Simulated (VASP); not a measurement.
Mg:

```
Mg
1.0
    -1.77276    1.77276    1.77276
     1.77276   -1.77276    1.77276
     1.77276    1.77276   -1.77276
Mg
1
Direct
  0.00000 0.00000 0.00000
```

```yaml
Program: VASP 6.6.1
Task: relaxation of cell and atoms
Functional: RPBE
Dispersion: D3(BJ)
Potentials_or_basis: VASP PAW PBE potentials, release 64 (Mg)
Cutoff: 600 eV
k_mesh: 11 × 11 × 11
Occupations: methfessel-paxton, width 0.2 eV
Spin: no spin polarisation
```

At the start: pressure -12.7 GPa; volume 22.29 Å³/atom.

**Question.** How do energy, volume and symmetry change on relaxing?

**Answer.** Over 5 steps the energy falls by 292.0 meV/atom and the volume is 16.59 Å³/atom (-25.5 %); space group Im-3m (No. 229, to 0.05 Å).

Step by step:
```csv
step,energy change (eV),largest force (eV/Å),pressure (GPa),volume (Å³)
1,0.0000,0.0000,-12.69,22.29
2,-0.2886,0.0000,-2.14,17.06
3,-0.2920,0.0000,-0.17,16.62
4,-0.2919,0.0000,0.32,16.51
5,-0.2920,0.0000,-0.07,16.59
```

Final structure:
```cif
data_structure
_symmetry_space_group_name_H-M 'P 1'
_symmetry_Int_Tables_number 1
_cell_length_a 2.7830
_cell_length_b 2.7830
_cell_length_c 2.7830
_cell_angle_alpha 109.471
_cell_angle_beta 109.471
_cell_angle_gamma 109.471
_cell_volume 16.59
loop_
_atom_site_label
_atom_site_type_symbol
_atom_site_fract_x
_atom_site_fract_y
_atom_site_fract_z
_atom_site_occupancy
Mg1 Mg 0.00000 0.00000 0.00000 1
```

Caveat: the volume moved by over 15 % at a fixed basis, so the end points are rough; the PAW data sets were made with another functional, which shifts forces and pressure a little; pairwise dispersion overbinds metals, which lowers pressure and volume.
